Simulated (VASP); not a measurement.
Write the native input for VASP 6.6.1 that does the following.

| Quantity | Value |
| --- | --- |
| Task | relaxation of cell and atoms |
| Functional | PBE |
| Dispersion | D3(BJ) |
| Potentials or basis | VASP PAW PBE potentials, release 64 (Pd) |
| Cutoff | 600 eV |
| k mesh | 11 × 11 × 6 |
| Occupations | fermi-dirac, width 0.05 eV |
| Spin | no spin polarisation |
| Dipole correction | no |
| Further INCAR settings | ALGO = Normal; EDIFF = 1e-06; IBRION = 2; EDIFFG = -0.01; NSW = 60; ISIF = 3 |

The structure of Pd lies in POSCAR:

```
Pd
1.0
    2.7836650458      0.0000000000      0.0000000000
   -1.3918325229      2.4107246453      0.0000000000
    0.0000000000      0.0000000000      4.6288930000
Pd
2
Direct
    0.3333333333      0.6666666667      0.2500000000
    0.6666666667      0.3333333333      0.7500000000
```

One way to write it, as run:

INCAR

```
SYSTEM = Pd
ALGO = Normal
EDIFF = 1E-6
EDIFFG = -0.01
ENCUT = 600
GGA = PE
IBRION = 2
ISIF = 3
ISMEAR = -1
IVDW = 12
LASPH = .True.
LCHARG = .False.
LREAL = .False.
LWAVE = .False.
NELM = 80
NSW = 60
PREC = Accurate
SIGMA = 0.05
```

KPOINTS

```
k-points
0
Gamma
  11 11 6
  0 0 0
```

Potentials or basis: VASP PAW PBE potentials, release 64 (Pd).

Command:

```console
$ cat potpaw_PBE.64/Pd/POTCAR > POTCAR
$ mpirun -np 1 vasp_std > vasp.out
```

Results of the run:

```json
{
 "Relaxed volume": "14.76 Å³/atom",
 "Relaxed cell": "a = 2.736 Å, b = 2.736 Å, c = 4.555 Å, α = 90.00°, β = 90.00°, γ = 120.00°",
 "Space group after relaxing (to 0.05 Å)": "P6_3/mmc (No. 194)",
 "Energy gained by relaxing": "21.7 meV/atom",
 "Ionic steps": "6",
 "Pressure after relaxing": "-0.1 GPa",
 "Band gap on the k mesh": "zero (band 10 reaches 9.92 eV, above the bottom of band 11 at 9.06 eV)",
 "Dispersion energy per atom": "-0.667 eV"
}
```

Caveat: pairwise dispersion overbinds metals, which lowers pressure and volume.

Run time: 47 s on 1 thread of AMD EPYC 9R45 (Zen 5) (shared host), peak memory 0.16 GiB.
